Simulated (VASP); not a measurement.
# Si3SnSe4 (Pm-3m) in VASP: a series of runs

Si3SnSe4 is run at these levels: PBE; tasks: single point, relaxation of cell and atoms.

Everything below comes from runs of VASP 6.6.1. Logs are shortened: lines on timing, memory, paths and dates and some standing lists are left out, and cuts for length are marked.

## 1. The cell of the first run

Symmetry: Pm-3m, No. 221, cubic system. The conventional cell has a = 5.546 Å, b = 5.546 Å, c = 5.546 Å, α = 90.00°, β = 90.00°, γ = 90.00°. Si (site symmetry 4/mmm) has 2 Sn at 2.77 Å and 4 Se at 2.77 Å within 3.7 Å. Within 3.7 Å of Sn (site symmetry m-3m) lie 6 Si at 2.77 Å. Within 3.7 Å of Se (site symmetry 4/mmm) lie 4 Si at 2.77 Å and 2 Se at 2.77 Å. Se (site symmetry m-3m) has 6 Se at 2.77 Å within 3.7 Å.

The cell was built from a structure type or drawn by symmetry, and may not be a known phase.

## 2. Single point, PBE

The input, INCAR:

```
PREC = Accurate
ENCUT = 520
EDIFF = 1E-7
ISMEAR = 0
SIGMA = 0.1
LREAL = False
LASPH = True
NELM = 100
ALGO = Normal
ISIF = 2
LWAVE = False
LCHARG = True
GGA = PE
LELF = True
LVHAR = True
NBANDS = 35
```

The input, KPOINTS:

```
Automatic mesh
0
Gamma
  8 8 8
```

The input, POSCAR:

```
Si3SnSe4
1.0
    5.5460501158      0.0000000000      0.0000000000
    0.0000000000      5.5460501158      0.0000000000
    0.0000000000      0.0000000000      5.5460501158
Si Sn Se
3 1 4
Direct
    0.0000000000      0.5000000000      0.5000000000
    0.5000000000      0.0000000000      0.5000000000
    0.5000000000      0.5000000000      0.0000000000
    0.5000000000      0.5000000000      0.5000000000
    0.5000000000      0.0000000000      0.0000000000
    0.0000000000      0.5000000000      0.0000000000
    0.0000000000      0.0000000000      0.5000000000
    0.0000000000      0.0000000000      0.0000000000
```

Potentials or basis: VASP PAW PBE potentials, release 64 (Si, Sn_d, Se).

Started as:

```console
$ cat potpaw_PBE.64/Si/POTCAR potpaw_PBE.64/Sn_d/POTCAR potpaw_PBE.64/Se/POTCAR > POTCAR
$ mpirun -np 1 vasp_std > vasp.out
```

OUTCAR:

```text
PREC = Accurate
   ENCUT = 520
   EDIFF = 1E-7
   ISMEAR = 0
   LREAL = False
   LASPH = True
   NELM = 100
   ISIF = 2
   GGA = PE

 ion  position               nearest neighbor table
   1  0.000  0.500  0.500-   4 2.77   6 2.77   7 2.77   6 2.77   7 2.77   4 2.77
   2  0.500  0.000  0.500-   4 2.77   5 2.77   7 2.77   5 2.77   4 2.77   7 2.77
   3  0.500  0.500  0.000-   4 2.77   5 2.77   6 2.77   4 2.77   5 2.77   6 2.77
   4  0.500  0.500  0.500-   1 2.77   2 2.77   3 2.77   3 2.77   2 2.77   1 2.77
   5  0.500  0.000  0.000-   2 2.77   3 2.77   8 2.77   2 2.77   3 2.77   8 2.77
   6  0.000  0.500  0.000-   1 2.77   3 2.77   8 2.77   1 2.77   8 2.77   3 2.77
   7  0.000  0.000  0.500-   1 2.77   2 2.77   8 2.77   8 2.77   1 2.77   2 2.77
   8  0.000  0.000  0.000-   5 2.77   6 2.77   7 2.77   7 2.77   6 2.77   5 2.77

  LATTYP: Found a simple cubic cell.
 ALAT       =     5.5460501158

  Lattice vectors:

 A1 = (   5.5460501158,   0.0000000000,   0.0000000000)
 A2 = (   0.0000000000,   5.5460501158,   0.0000000000)
 A3 = (   0.0000000000,   0.0000000000,   5.5460501158)

Analysis of symmetry for initial positions (statically):
=====================================================================
 Subroutine PRICEL returns:
 Original cell was already a primitive cell.

 Routine SETGRP: Setting up the symmetry group for a
 simple cubic supercell.

 Subroutine GETGRP returns: Found 48 space group operations
 (whereof 48 operations were pure point group operations)
 out of a pool of 48 trial point group operations.

The static configuration has the point symmetry O_h .

Analysis of symmetry for dynamics (positions and initial velocities):
=====================================================================
 Subroutine PRICEL returns:
 Original cell was already a primitive cell.

 Routine SETGRP: Setting up the symmetry group for a
 simple cubic supercell.

 Subroutine GETGRP returns: Found 48 space group operations
 (whereof 48 operations were pure point group operations)
 out of a pool of 48 trial point group operations.

The dynamic configuration has the point symmetry O_h .

 Subroutine INISYM returns: Found 48 space group operations
 (whereof 48 operations are pure point group operations),
 and found     1 'primitive' translations

----------------------------------------------------------------------------------------

                                     Primitive cell

  volume of cell :     170.5891

  direct lattice vectors                    reciprocal lattice vectors
     5.546050116  0.000000000  0.000000000     0.180308504  0.000000000  0.000000000
     0.000000000  5.546050116  0.000000000     0.000000000  0.180308504  0.000000000
     0.000000000  0.000000000  5.546050116     0.000000000  0.000000000  0.180308504

  length of vectors
     5.546050116  5.546050116  5.546050116     0.180308504  0.180308504  0.180308504

  position of ions in fractional coordinates (direct lattice)
     0.000000000  0.500000000  0.500000000
     0.500000000  0.000000000  0.500000000
     0.500000000  0.500000000  0.000000000
     0.500000000  0.500000000  0.500000000
     0.500000000  0.000000000  0.000000000
     0.000000000  0.500000000  0.000000000
     0.000000000  0.000000000  0.500000000
     0.000000000  0.000000000  0.000000000

  ion indices of the primitive-cell ions
   primitive index   ion index
                 1           1
                 2           2
                 3           3
                 4           4
                 5           5
                 6           6
                 7           7
                 8           8

----------------------------------------------------------------------------------------

 KPOINTS: Automatic mesh

Automatic generation of k-mesh.
 Grid dimensions read from file:
 generate k-points for:    8    8    8

 Generating k-lattice:

  Cartesian coordinates                     Fractional coordinates (reciprocal lattice)
     0.022538563  0.000000000  0.000000000     0.125000000  0.000000000  0.000000000
     0.000000000  0.022538563  0.000000000     0.000000000  0.125000000  0.000000000
     0.000000000  0.000000000  0.022538563     0.000000000  0.000000000  0.125000000

  Length of vectors
     0.022538563  0.022538563  0.022538563

  Shift w.r.t. Gamma in fractional coordinates (k-lattice)
     0.000000000  0.000000000  0.000000000

 Subroutine IBZKPT returns following result:
 ===========================================

 Found     35 irreducible k-points:

 Following reciprocal coordinates:
            Coordinates               Weight
  0.000000  0.000000  0.000000      1.000000
  0.125000  0.000000  0.000000      6.000000
  0.250000  0.000000  0.000000      6.000000
  0.375000  0.000000  0.000000      6.000000
  0.500000  0.000000  0.000000      3.000000
  0.125000  0.125000  0.000000     12.000000
[... 16 lines left out ...]
  0.375000  0.375000  0.125000     24.000000
  0.500000  0.375000  0.125000     24.000000
 [... further k-points ...]
   k-points           NKPTS =     35   k-points in BZ     NKDIM =     35   number of bands    NBANDS=     35
   number of dos      NEDOS =    301   number of ions     NIONS =      8
   total plane-waves  NPLWV =  74088
   dimension x,y,z NGX =    42 NGY =   42 NGZ =   42
   dimension x,y,z NGXF=    84 NGYF=   84 NGZF=   84
   ions per type =               3   1   4
   NGX,Y,Z   is equivalent  to a cutoff of  12.59, 12.59, 12.59 a.u.
   NGXF,Y,Z  is equivalent  to a cutoff of  25.18, 25.18, 25.18 a.u.
 SYSTEM =  unknown system
   PREC   = accura    normal or accurate (medium, high low for compatibility)
   ISTART =      0    job   : 0-new  1-cont  2-samecut
   ICHARG =      2    charge: 1-file 2-atom 10-const
   ISPIN  =      1    spin polarized calculation?
   LNONCOLLINEAR =      F non collinear calculations
   LSORBIT =      F    spin-orbit coupling
   LASPH  =      T    aspherical Exc in radial PAW
   ENCUT  =  520.0 eV  38.22 Ry    6.18 a.u.  10.31 10.31 10.31*2*pi/ulx,y,z
   NELM   =    100;   NELMIN=  2; NELMDL= -5     # of ELM steps
   EDIFF  = 0.1E-06   stopping-criterion for ELM
   LREAL  =      F    real-space projection
   EDIFFG = 0.1E-05   stopping-criterion for IOM
   NSW    =      0    number of steps for IOM
   IBRION =     -1    ionic relax: 0-MD 1-quasi-New 2-CG
   NFREE  =      0    steps in history (QN), initial steepest desc. (CG)
   ISIF   =      2    stress and relaxation
   ISYM   =      2    0-nonsym 1-usesym 2-fastsym
   POTIM  = 0.5000    time-step for ionic-motion
   TEBEG  =    0.0;   TEEND  =   0.0 temperature during run
   PSTRESS=    0.0 pullay stress
   NELECT =      50.0000    total number of electrons
   NUPDOWN=      -1.0000    fix difference up-down
   EMIN   =  10.00;   EMAX   =-10.00  energy-range for DOS
   EFERMI =   0.00;   METHOD = LEGACY
   ISMEAR =     0;   SIGMA  =   0.10  broadening in eV -4-tet -1-fermi 0-gaus
   EFERMI_NEDOS =   21; number of points for ismear=-14 and -15
   IALGO  =     38    algorithm
   IMIX   =      4    mixing-type and parameters
     AMIX     =   0.40;   BMIX     =  1.00
     AMIX_MAG =   1.60;   BMIX_MAG =  1.00
  volume/ion in A,a.u.               =      21.32       143.90
  Fermi-wavevector in a.u.,A,eV,Ry     =   1.087463  2.055007 16.089912  1.182575
  Thomas-Fermi vector in A             =   2.223623
   LORBIT       =      0    0 simple, 1 ext, 2 COOP (PROOUT), +10 PAW based schemes
   GGA     = PE    functional components
   LHFCALC =     F    Hartree Fock is set to
   AEXX    =    0.0000 exact exchange contribution
   IVDW    =     0    specifies the selected vdW correction
   LEPSILON=     F    determine dielectric tensor
   LRPA    =     F    only Hartree local field effects (RPA)
 non-spin polarized calculation
 Gauss-broadening in eV      SIGMA  =   0.10
  energy-cutoff  :      520.00
  volume of cell :      170.59
 maximum number of plane-waves:      4636
 NGX is ok and might be reduce to    42
   NGX = 21   NGY = 21   NGZ = 21

 number of electron      49.9999993 magnetization

 Free energy of the ion-electron system (eV)
  ---------------------------------------------------
  ext. energy  EPLUGINS =         0.00000000
  ---------------------------------------------------
  free energy    TOTEN  =       -32.79150549 eV

  energy without entropy =      -32.78208333  energy(sigma->0) =      -32.78679441

 E-fermi :   6.3225     XC(G=0): -10.0854

 val. band max:        6.3004829535   @ k =   0.5000   0.5000   0.1250
 cond. band min:       6.4049909359   @ k =   0.3750   0.3750   0.1250
 fundamental gap:      0.1045079825
 Fermi energy:         6.3225293333

 k-point     1 :       0.0000    0.0000    0.0000
  band No.  band energies     occupation
      1     -15.0000      2.00000
      2     -15.0000      2.00000
      3     -14.9516      2.00000
      4     -14.9516      2.00000
      5     -14.9516      2.00000
      6      -9.3606      2.00000
[... 27 lines left out ...]
     34      11.6773      0.00000
     35      11.7015      0.00000

 k-point     2 :       0.1250    0.0000    0.0000
  band No.  band energies     occupation
      1     -15.0000      2.00000
      2     -14.9995      2.00000
      3     -14.9516      2.00000
      4     -14.9516      2.00000
      5     -14.9516      2.00000
      6      -9.3155      2.00000
[... 27 lines left out ...]
     34      11.4384      0.00000
     35      11.5704      0.00000

 k-point     3 :       0.2500    0.0000    0.0000
  band No.  band energies     occupation
      1     -14.9999      2.00000
      2     -14.9983      2.00000
      3     -14.9518      2.00000
      4     -14.9518      2.00000
      5     -14.9516      2.00000
      6      -9.1913      2.00000
[... 27 lines left out ...]
     34      10.8644      0.00000
     35      11.4646      0.00000

 k-point     4 :       0.3750    0.0000    0.0000
  band No.  band energies     occupation
      1     -14.9999      2.00000
      2     -14.9970      2.00000
      3     -14.9519      2.00000
      4     -14.9519      2.00000
      5     -14.9516      2.00000
      6      -9.0332      2.00000
[... 27 lines left out ...]
     34      10.7085      0.00000
     35      11.4112      0.00000

 k-point     5 :       0.5000    0.0000    0.0000
  band No.  band energies     occupation
      1     -14.9999      2.00000
      2     -14.9965      2.00000
      3     -14.9519      2.00000
      4     -14.9519      2.00000
      5     -14.9516      2.00000
      6      -8.9503      2.00000
[... 638 lines left out ...]
 k-point    22 :       0.5000    0.2500    0.1250
  band No.  band energies     occupation
      1     -14.9983      2.00000
      2     -14.9958      2.00000
      3     -14.9522      2.00000
      4     -14.9520      2.00000
      5     -14.9518      2.00000
      6      -8.7091      2.00000
[... 27 lines left out ...]
     34      10.4682      0.00000
     35      10.7781      0.00000

 k-point    23 :       0.3750    0.3750    0.1250
  band No.  band energies     occupation
      1     -14.9979      2.00000
      2     -14.9954      2.00000
      3     -14.9523      2.00000
      4     -14.9519      2.00000
      5     -14.9519      2.00000
      6      -8.6187      2.00000
[... 27 lines left out ...]
     34      10.5827      0.00000
     35      11.1116      0.00000

 k-point    24 :       0.5000    0.3750    0.1250
  band No.  band energies     occupation
      1     -14.9978      2.00000
      2     -14.9950      2.00000
      3     -14.9524      2.00000
      4     -14.9520      2.00000
      5     -14.9519      2.00000
      6      -8.5162      2.00000
[... 27 lines left out ...]
     34      10.4954      0.00000
     35      10.8208      0.00000

 [... further k-points ...]
[... 5 lines left out ...]
  --------------------------------------------------------------------------------------
  -------------------------------------------------------------------------------------
  Total        0.0047926      0.0047926      0.0047926     -0.0000000     -0.0000000      0.0000000
  in kB        0.0450127      0.0450127      0.0450127     -0.0000000     -0.0000000      0.0000000
  external PRESSURE =       0.0450127 kB  Pullay stress =       0.0000000 kB

 VOLUME and BASIS-vectors are now :
 -----------------------------------------------------------------------------
  energy-cutoff  :      520.00
  volume of cell :      170.59
      direct lattice vectors                 reciprocal lattice vectors
     5.546050116  0.000000000  0.000000000     0.180308504  0.000000000  0.000000000
     0.000000000  5.546050116  0.000000000     0.000000000  0.180308504  0.000000000
     0.000000000  0.000000000  5.546050116     0.000000000  0.000000000  0.180308504

 POSITION                                       TOTAL-FORCE (eV/Angst)
 -----------------------------------------------------------------------------------
      0.00000      2.77303      2.77303         0.000000      0.000000      0.000000
      2.77303      0.00000      2.77303         0.000000      0.000000      0.000000
      2.77303      2.77303      0.00000         0.000000      0.000000      0.000000
      2.77303      2.77303      2.77303         0.000000      0.000000      0.000000
      2.77303      0.00000      0.00000         0.000000      0.000000      0.000000
      0.00000      2.77303      0.00000         0.000000      0.000000      0.000000
      0.00000      0.00000      2.77303         0.000000      0.000000      0.000000
      0.00000      0.00000      0.00000         0.000000      0.000000      0.000000
 -----------------------------------------------------------------------------------
    total drift:                                0.000000      0.000000     -0.000000

  FREE ENERGIE OF THE ION-ELECTRON SYSTEM (eV)
  ---------------------------------------------------
  free  energy   TOTEN  =       -32.7915054870 eV

  energy  without entropy=      -32.7820833338  energy(sigma->0) =      -32.78679441
```

Wall time 4.2 min (1 thread of Intel Xeon Platinum 8488C (Sapphire Rapids), shared host); peak memory 0.37 GiB.

Results:

```yaml
Free_energy: -32.7915 eV
Pressure: 0.0 GPa
Band_gap_on_the_k_mesh: zero (bands 25 and 26 overlap by 0.85 eV)
```

Caveat: spin-orbit coupling is left out, which moves the levels of the heavy elements.

(Part 1 of 2 ends here.)
